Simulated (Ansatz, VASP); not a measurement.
## Ir in VASP and in Ansatz

INCAR

```
SYSTEM = Ir
PREC = Accurate ; ENCUT = 500
EDIFF = 1E-6 ; ISMEAR = 1
SIGMA = 0.1 ; LREAL = .FALSE.
LASPH = .TRUE. ; NELM = 120
ALGO = Normal ; ISIF = 2
LWAVE = .FALSE. ; LCHARG = .FALSE.
GGA = PS ; NBANDS = 16
GGA_COMPAT = .FALSE.
```

KPOINTS

```
Automatic mesh
0
G
  8 8 5
  0 0 0
```

File POSCAR:

```
Ir
1.0
    2.7771900000      0.0015200000     -0.0104800000
   -1.3872800000      2.3908300000     -0.0125200000
   -0.0169900000     -0.0332500000      4.4593200000
Ir
2
Direct
    0.6806600000      0.3916000000      0.7404900000
    0.2818001354      0.6097510855      0.2056057731
```

Input for Ansatz:

```yaml
crystal:
  lattice:
    - [2.77719, 0.00152, -0.01048]
    - [-1.38728, 2.39083, -0.01252]
    - [-0.01699, -0.03325, 4.45932]
  atoms:
    - { symbol: Ir, position: [0.68066, 0.3916, 0.74049] }
    - { symbol: Ir, position: [0.2818001354176306, 0.6097510855019201, 0.20560577312452588] }
basis:
  ecutwfc: 540.0
  xc_grid: 2
kpoints:
  mp_grid:
    grid: [8, 8, 5]
hamiltonian:
  xc: pbesol
scf:
  convergence:
    dr2_threshold: 1.0e-09
  occupations:
    method: cold
    width: 0.1
output:
  forces: true
  stress: true
```

Alike in both runs: task single point; functional PBEsol; k mesh 8 × 8 × 5; no spin polarisation.

|  | VASP | Ansatz |
| --- | --- | --- |
| version | VASP 6.6.1 | Ansatz 0.2.0 |
| potentials or method | VASP PAW PBE potentials, release 64 (Ir), cutoff 500 eV | plane waves, PAW |
| occupations | methfessel-paxton of order 1, width 0.1 eV | cold, width 0.1 eV |
| valence electrons in the cell | 18 | 34 |

|  | VASP | Ansatz | Ansatz less VASP |
| --- | --- | --- | --- |
| pressure (GPa) | -7.6 | -8.5 | -0.83 |
| traceless stress, the component that is largest in VASP (GPa) | 9.00 | 8.86 | -0.141 |
| rms of the force components (eV/Å) | 1.357 | 1.327 | -0.0308 |

VASP's potentials were made for PBE, not for PBEsol. Atom by atom the forces differ by 0.036 eV/Å (rms over components). VASP's potentials hold 18 valence electrons a cell and Ansatz's 34, so a difference there can come from the potentials and not from the codes. Ansatz's warnings: stress scf threshold loose.

Spin-orbit coupling is off throughout.
